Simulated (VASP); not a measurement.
**AlAs (d.b): single point with PBE+D3(BJ)**

Crystal: AlAs (d.b).

```xyz
2
Lattice="0.0000 2.8400 2.8400 2.8400 0.0000 2.8400 2.8400 2.8400 0.0000" Properties=species:S:1:pos:R:3 pbc="T T T"
Al    0.0000    0.0000    0.0000
As    1.4200    1.4200    1.4200
```

```
Program             : VASP 6.6.1
Task                : single point
Functional          : PBE
Dispersion          : D3(BJ)
Potentials or basis : VASP PAW PBE potentials, release 64 (Al, As)
Cutoff              : 500 eV
k mesh              : 6 × 6 × 6
Occupations         : gaussian, width 0.1 eV
Spin                : no spin polarisation
```

```
Pressure                   : -0.4 GPa
Band gap on the k mesh     : 1.45 eV, indirect (least direct gap 1.98 eV)
Dispersion energy per atom : -0.314 eV
```

Levels at points of the mesh, in eV from the valence-band top:
```
           k point  band 1  band 2  band 3  band 4  band 5  band 6  band 7  band 8  band 9
(0.00, 0.00, 0.00)  -11.81    0.00    0.00    0.00    1.98    4.27    4.27    4.27    8.81
(0.50, 0.00, 0.00)  -10.41   -5.53   -0.82   -0.82    2.10    4.67    4.67    7.73   11.11
(0.50, 0.50, 0.00)   -9.87   -5.40   -2.15   -2.15    1.45    2.29   10.25   10.25   11.66
```

Run time: 14 s on 1 thread of AMD EPYC 7R43 64-Core Processor (Zen 3), on a shared host, peak memory 0.14 GiB.

A k mesh can miss the band edges.
